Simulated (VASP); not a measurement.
# Ag (P6_3/mmc) in VASP: notebook

The runs below take Ag through single point, with LDA.

All numbers are computed with VASP 6.6.1; they aren't measurements. Logs are shortened: lines on timing, memory, paths and dates and some standing lists are left out, and cuts for length are marked.

## Step 1: The cell of the first run

Symmetry: P6_3/mmc, No. 194, hexagonal system. The conventional cell has a = 2.930 Å, b = 2.930 Å, c = 4.610 Å, α = 90.00°, β = 90.00°, γ = 120.00°. Ag (site symmetry -6m2) has 12 Ag at 2.86 to 2.93 Å within 3.8 Å.

## Step 2: Single point, LDA (strain -0.0375 x Voigt [0, 0, 1, 0, 0, 0])

INCAR reads:

```
  PREC = Accurate
  ENCUT = 500
  EDIFF = 1E-6
  ISMEAR = 1
  SIGMA = 0.1
  LREAL = F
  LASPH = T
  NELM = 120
  ALGO = Normal
  ISIF = 2
  LWAVE = F
  LCHARG = T
  LELF = T
  LVHAR = T
  NBANDS = 18
  GGA_COMPAT = F
```

KPOINTS reads:

```
regular mesh
0
Gamma
  18 18 10
```

POSCAR reads:

```
Ag
1.0
    2.9299980804      0.0000000000      0.0000000000
   -1.4649990402      2.5374527707      0.0000000000
    0.0000000000      0.0000000000      4.6103750000
Ag
2
Direct
    0.3333333333      0.6666666667      0.2500000000
    0.6666666667      0.3333333333      0.7500000000
```

Potentials or basis: VASP PAW LDA potentials, release 64 (Ag).

On the command line:

```sh
$ cat potpaw_LDA.64/Ag/POTCAR > POTCAR
$ mpirun -np 1 vasp_std > vasp.out
```

OUTCAR:

```text
PREC = Accurate
   ENCUT = 500
   EDIFF = 1E-6
   ISMEAR = 1
   LREAL = F
   LASPH = T
   NELM = 120
   ISIF = 2

 ion  position               nearest neighbor table
   1  0.333  0.667  0.250-   2 2.86   2 2.86   2 2.86   2 2.86   2 2.86   2 2.86
   2  0.667  0.333  0.750-   1 2.86   1 2.86   1 2.86   1 2.86   1 2.86   1 2.86

  LATTYP: Found a hexagonal cell.
 ALAT       =     2.9299980804
 C/A-ratio  =     1.5735078568

  Lattice vectors:

 A1 = (   2.9299980804,   0.0000000000,   0.0000000000)
 A2 = (  -1.4649990402,   2.5374527707,   0.0000000000)
 A3 = (   0.0000000000,   0.0000000000,   4.6103750000)

Analysis of symmetry for initial positions (statically):
=====================================================================
 Subroutine PRICEL returns:
 Original cell was already a primitive cell.

 Routine SETGRP: Setting up the symmetry group for a
 hexagonal supercell.

 Subroutine GETGRP returns: Found 24 space group operations
 (whereof 12 operations were pure point group operations)
 out of a pool of 24 trial point group operations.

The static configuration has the point symmetry D_3d.
 The point group associated with its full space group is D_6h.

Analysis of symmetry for dynamics (positions and initial velocities):
=====================================================================
 Subroutine PRICEL returns:
 Original cell was already a primitive cell.

 Routine SETGRP: Setting up the symmetry group for a
 hexagonal supercell.

 Subroutine GETGRP returns: Found 24 space group operations
 (whereof 12 operations were pure point group operations)
 out of a pool of 24 trial point group operations.

The dynamic configuration has the point symmetry D_3d.
 The point group associated with its full space group is D_6h.

 Subroutine INISYM returns: Found 24 space group operations
 (whereof 12 operations are pure point group operations),
 and found     1 'primitive' translations

----------------------------------------------------------------------------------------

                                     Primitive cell

  volume of cell :      34.2769

  direct lattice vectors                    reciprocal lattice vectors
     2.929998080  0.000000000  0.000000000     0.341297152  0.197048003  0.000000000
    -1.464999040  2.537452771  0.000000000     0.000000000  0.394096005  0.000000000
     0.000000000  0.000000000  4.610375000     0.000000000  0.000000000  0.216902096

  length of vectors
     2.929998080  2.929998080  4.610375000     0.394096005  0.394096005  0.216902096

  position of ions in fractional coordinates (direct lattice)
     0.333333333  0.666666667  0.250000000
     0.666666667  0.333333333  0.750000000

  ion indices of the primitive-cell ions
   primitive index   ion index
                 1           1
                 2           2

----------------------------------------------------------------------------------------

 KPOINTS: regular mesh

Automatic generation of k-mesh.
 Grid dimensions read from file:
 generate k-points for:   18   18   10

 Generating k-lattice:

  Cartesian coordinates                     Fractional coordinates (reciprocal lattice)
     0.018960953  0.010947111  0.000000000     0.055555556  0.000000000  0.000000000
     0.000000000  0.021894223  0.000000000     0.000000000  0.055555556  0.000000000
     0.000000000  0.000000000  0.021690210     0.000000000  0.000000000  0.100000000

  Length of vectors
     0.021894223  0.021894223  0.021690210

  Shift w.r.t. Gamma in fractional coordinates (k-lattice)
     0.000000000  0.000000000  0.000000000

 Subroutine IBZKPT returns following result:
 ===========================================

 Found    222 irreducible k-points:

 Following reciprocal coordinates:
            Coordinates               Weight
  0.000000  0.000000  0.000000      1.000000
  0.055556  0.000000  0.000000      6.000000
  0.111111  0.000000  0.000000      6.000000
  0.166667 -0.000000  0.000000      6.000000
  0.222222  0.000000  0.000000      6.000000
  0.277778  0.000000  0.000000      6.000000
[... 16 lines left out ...]
  0.333333  0.111111  0.000000     12.000000
  0.388889  0.111111  0.000000     12.000000
 [... further k-points ...]
   k-points           NKPTS =    222   k-points in BZ     NKDIM =    222   number of bands    NBANDS=     18
   number of dos      NEDOS =    301   number of ions     NIONS =      2
   total plane-waves  NPLWV =  20736
   dimension x,y,z NGX =    24 NGY =   24 NGZ =   36
   dimension x,y,z NGXF=    48 NGYF=   48 NGZF=   72
   ions per type =               2
   NGX,Y,Z   is equivalent  to a cutoff of  13.62, 13.62, 12.98 a.u.
   NGXF,Y,Z  is equivalent  to a cutoff of  27.23, 27.23, 25.96 a.u.
 SYSTEM =  unknown system
   PREC   = accura    normal or accurate (medium, high low for compatibility)
   ISTART =      0    job   : 0-new  1-cont  2-samecut
   ICHARG =      2    charge: 1-file 2-atom 10-const
   ISPIN  =      1    spin polarized calculation?
   LNONCOLLINEAR =      F non collinear calculations
   LSORBIT =      F    spin-orbit coupling
   LASPH  =      T    aspherical Exc in radial PAW
   ENCUT  =  500.0 eV  36.75 Ry    6.06 a.u.   5.34  5.34  8.41*2*pi/ulx,y,z
   NELM   =    120;   NELMIN=  2; NELMDL= -5     # of ELM steps
   EDIFF  = 0.1E-05   stopping-criterion for ELM
   LREAL  =      F    real-space projection
   EDIFFG = 0.1E-04   stopping-criterion for IOM
   NSW    =      0    number of steps for IOM
   IBRION =     -1    ionic relax: 0-MD 1-quasi-New 2-CG
   NFREE  =      0    steps in history (QN), initial steepest desc. (CG)
   ISIF   =      2    stress and relaxation
   ISYM   =      2    0-nonsym 1-usesym 2-fastsym
   POTIM  = 0.5000    time-step for ionic-motion
   TEBEG  =    0.0;   TEEND  =   0.0 temperature during run
   PSTRESS=    0.0 pullay stress
   NELECT =      22.0000    total number of electrons
   NUPDOWN=      -1.0000    fix difference up-down
   EMIN   =  10.00;   EMAX   =-10.00  energy-range for DOS
   EFERMI =   0.00;   METHOD = LEGACY
   ISMEAR =     1;   SIGMA  =   0.10  broadening in eV -4-tet -1-fermi 0-gaus
   EFERMI_NEDOS =   21; number of points for ismear=-14 and -15
   IALGO  =     38    algorithm
   IMIX   =      4    mixing-type and parameters
     AMIX     =   0.40;   BMIX     =  1.00
     AMIX_MAG =   1.60;   BMIX_MAG =  1.00
  volume/ion in A,a.u.               =      17.14       115.66
  Fermi-wavevector in a.u.,A,eV,Ry     =   1.412153  2.668583 27.132428  1.994177
  Thomas-Fermi vector in A             =   2.533931
   LORBIT       =      0    0 simple, 1 ext, 2 COOP (PROOUT), +10 PAW based schemes
   GGA     = CA    functional components
   LHFCALC =     F    Hartree Fock is set to
   AEXX    =    0.0000 exact exchange contribution
   IVDW    =     0    specifies the selected vdW correction
   LEPSILON=     F    determine dielectric tensor
   LRPA    =     F    only Hartree local field effects (RPA)
 non-spin polarized calculation
 Methfessel and Paxton  Order N= 1 SIGMA  =   0.10
  energy-cutoff  :      500.00
  volume of cell :       34.28
 maximum number of plane-waves:       893
 NGX is ok and might be reduce to    24
   NGX = 11   NGY = 11   NGZ = 17

 number of electron      22.0000002 magnetization

 Free energy of the ion-electron system (eV)
  ---------------------------------------------------
  ext. energy  EPLUGINS =         0.00000000
  ---------------------------------------------------
  free energy    TOTEN  =        -7.48709257 eV

  energy without entropy =       -7.48715667  energy(sigma->0) =       -7.48711394

 E-fermi :   8.0392     XC(G=0): -12.5507

 val. band max:        8.0161239146   @ k =   0.2778   0.1111   0.4000
 cond. band min:       8.0605686691   @ k =   0.5000  -0.0000   0.0000
 fundamental gap:      0.0444447545
 Fermi energy:         8.0391509206

 k-point     1 :       0.0000    0.0000    0.0000
  band No.  band energies     occupation
      1       0.2836      2.00000
      2       1.7346      2.00000
      3       3.4193      2.00000
      4       3.4193      2.00000
      5       3.4770      2.00000
      6       3.6928      2.00000
[... 10 lines left out ...]
     17      25.8207      0.00000
     18      26.2641      0.00000

 k-point     2 :       0.0556    0.0000    0.0000
  band No.  band energies     occupation
      1       0.3664      2.00000
      2       1.7810      2.00000
      3       3.3152      2.00000
      4       3.4631      2.00000
      5       3.5767      2.00000
      6       3.6779      2.00000
[... 10 lines left out ...]
     17      26.2858      0.00000
     18      26.3161      0.00000

 k-point     3 :       0.1111    0.0000    0.0000
  band No.  band energies     occupation
      1       0.6083      2.00000
      2       1.9071      2.00000
      3       3.1804      2.00000
      4       3.5910      2.00000
      5       3.6222      2.00000
      6       3.7108      2.00000
[... 10 lines left out ...]
     17      26.4069      0.00000
     18      26.7516      0.00000

 k-point     4 :       0.1667   -0.0000    0.0000
  band No.  band energies     occupation
      1       0.9846      2.00000
      2       2.0678      2.00000
      3       3.0647      2.00000
      4       3.4703      2.00000
      5       3.5758      2.00000
      6       3.6669      2.00000
[... 375 lines left out ...]
      4       3.2669      2.00000
      5       3.2768      2.00000
      6       3.7380      2.00000
[... 10 lines left out ...]
     17      21.6613      0.00000
     18      23.8606      0.00000

 k-point    23 :       0.3333    0.1111    0.0000
  band No.  band energies     occupation
      1       2.0730      2.00000
      2       2.2882      2.00000
      3       2.3090      2.00000
      4       3.2169      2.00000
      5       3.6107      2.00000
      6       3.7649      2.00000
[... 10 lines left out ...]
     17      20.3882      0.00000
     18      23.4033      0.00000

 k-point    24 :       0.3889    0.1111    0.0000
  band No.  band energies     occupation
      1       1.9974      2.00000
      2       2.1891      2.00000
      3       2.2879      2.00000
      4       3.1890      2.00000
      5       3.7048      2.00000
      6       3.8428      2.00000
[... 10 lines left out ...]
     17      19.3123      0.00000
     18      23.1286      0.00000

 [... further k-points ...]
[... 5 lines left out ...]
  --------------------------------------------------------------------------------------
  -------------------------------------------------------------------------------------
  Total       -1.7395779     -1.7395779     -1.0714578      0.0000000     -0.0000000      0.0000000
  in kB      -81.3116756    -81.3116756    -50.0822800      0.0000000     -0.0000000      0.0000000
  external PRESSURE =     -70.9018770 kB  Pullay stress =       0.0000000 kB

 VOLUME and BASIS-vectors are now :
 -----------------------------------------------------------------------------
  energy-cutoff  :      500.00
  volume of cell :       34.28
      direct lattice vectors                 reciprocal lattice vectors
     2.929998080  0.000000000  0.000000000     0.341297152  0.197048003  0.000000000
    -1.464999040  2.537452771  0.000000000     0.000000000  0.394096005  0.000000000
     0.000000000  0.000000000  4.610375000     0.000000000  0.000000000  0.216902096

 POSITION                                       TOTAL-FORCE (eV/Angst)
 -----------------------------------------------------------------------------------
     -0.00000      1.69164      1.15259         0.000000     -0.000000      0.000000
      1.46500      0.84582      3.45778        -0.000000      0.000000      0.000000
 -----------------------------------------------------------------------------------
    total drift:                                0.000000     -0.000000      0.000000

  FREE ENERGIE OF THE ION-ELECTRON SYSTEM (eV)
  ---------------------------------------------------
  free  energy   TOTEN  =        -7.4870925677 eV

  energy  without entropy=       -7.4871566743  energy(sigma->0) =       -7.48711394
```

Wall time 1.8 min (1 thread of Intel Xeon 8259CL, shared host); peak memory 0.22 GiB.

What came out:

```
Free energy            : -7.4871 eV
Pressure               : -7.1 GPa
Band gap on the k mesh : zero (band 11 reaches 11.95 eV, above the bottom of band 12 at 4.72 eV)
```

Levels at points of the mesh, in eV from the Fermi level:
| k point | band 9 | band 10 | band 11 | band 12 | band 13 | band 14 |
| --- | --- | --- | --- | --- | --- | --- |
| (0.00, 0.00, 0.00) | -4.16 | -3.00 | -3.00 | -0.10 | 4.07 | 15.43 |
| (0.50, 0.00, 0.00) | -2.80 | -2.75 | 0.02 | 1.38 | 7.06 | 7.30 |
| (0.00, 0.00, 0.50) | -3.32 | -3.32 | -3.32 | -3.32 | 11.93 | 11.93 |
| (0.50, 0.00, 0.50) | -2.86 | -2.86 | 0.72 | 0.72 | 4.48 | 4.48 |

Caveat: the cell differs from its parent crystal (strain -0.0375 x Voigt [0, 0, 1, 0, 0, 0]).

(Part 1 of 2 ends here.)
